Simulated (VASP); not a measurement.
A run of VASP 6.6.1 is set up as follows.

The input POSCAR:

```
KTaO3
1.0
    4.6041560297      0.0000000000      0.0000000000
    0.0000000000      4.6041560297      0.0000000000
    0.0000000000      0.0000000000      2.9927014193
K Ta O
1 1 3
Direct
    0.5000000000      0.5000000000      0.5000000000
    0.0000000000      0.0000000000      0.0000000000
    0.5000000000      0.0000000000      0.0000000000
    0.0000000000      0.5000000000      0.0000000000
    0.0000000000      0.0000000000      0.5000000000
```

Contents of INCAR.step1:

```
SYSTEM = KTaO3
ALGO = Normal
EDIFF = 1E-4
ENCUT = 520
GGA = PE
ISMEAR = 0
LASPH = .TRUE.
LCHARG = .FALSE.
LREAL = .FALSE.
LWAVE = .TRUE.
NBANDS = 27
NELM = 60
PREC = Accurate
SIGMA = 0.05
```

Contents of INCAR.step2:

```
SYSTEM = KTaO3
ALGO = Normal
EDIFF = 1E-6
ENCUT = 520
ISIF = 2
ISMEAR = 0
ISTART = 1
LASPH = .TRUE.
LCHARG = .FALSE.
LMIXTAU = .TRUE.
LREAL = .FALSE.
LWAVE = .FALSE.
METAGGA = R2SCAN
NBANDS = 27
NELM = 60
PREC = Accurate
SIGMA = 0.05
```

File KPOINTS:

```
k-points
0
G
  6 6 6
  0 0 0
```

Potentials or basis: VASP PAW PBE potentials, release 64 (K_sv, Ta_pv, O).

Command:

```sh
$ cat potpaw_PBE.64/K_sv/POTCAR potpaw_PBE.64/Ta_pv/POTCAR potpaw_PBE.64/O/POTCAR > POTCAR
$ cp INCAR.step1 INCAR
$ mpirun -np 1 vasp_std > vasp.out
$ cp INCAR.step2 INCAR
$ mpirun -np 1 vasp_std > vasp.out
```

What does it give for the pressure?

88.4 GPa.

Estimate the band gap on the k mesh.

zero (band 19 reaches 3.81 eV, above the bottom of band 20 at 3.33 eV).

Stress tensor (GPa, compression positive):
```
-32.39   0.00   0.00
  0.00 -32.39   0.00
  0.00   0.00 329.97
```

Caveat: the PAW data sets were made with another functional, which shifts forces and pressure a little; spin-orbit coupling is left out, which moves the levels of the heavy elements.
